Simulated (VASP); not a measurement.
Here is a VASP 6.6.1 calculation.

File INCAR:

```
PREC = Accurate
ENCUT = 500
EDIFF = 1E-6
ISMEAR = 0
SIGMA = 0.1
LREAL = F
LASPH = T
NELM = 120
ALGO = Normal
ISIF = 2
LWAVE = F
LCHARG = F
GGA = PE
NBANDS = 8
GGA_COMPAT = F
```

File KPOINTS:

```
regular mesh
0
Gamma
  22 22 22
```

POSCAR

```
P
1.0
    2.4444852719      0.0000000000      0.0000000000
    0.0000000000      2.4444852719      0.0000000000
    0.0000000000      0.0000000000      2.4444852719
P
1
Direct
    0.0000000000      0.0000000000      0.0000000000
```

Potentials or basis: VASP PAW PBE potentials, release 64 (P).

Launch:

```sh
$ cat potpaw_PBE.64/P/POTCAR > POTCAR
$ mpirun -np 1 vasp_std > vasp.out
```

Question: Predict the pressure.

Answer: -0.3 GPa.

Question: Estimate the band gap on the k mesh.

Answer: Zero (an odd number of electrons rules out a gap without spin polarisation).
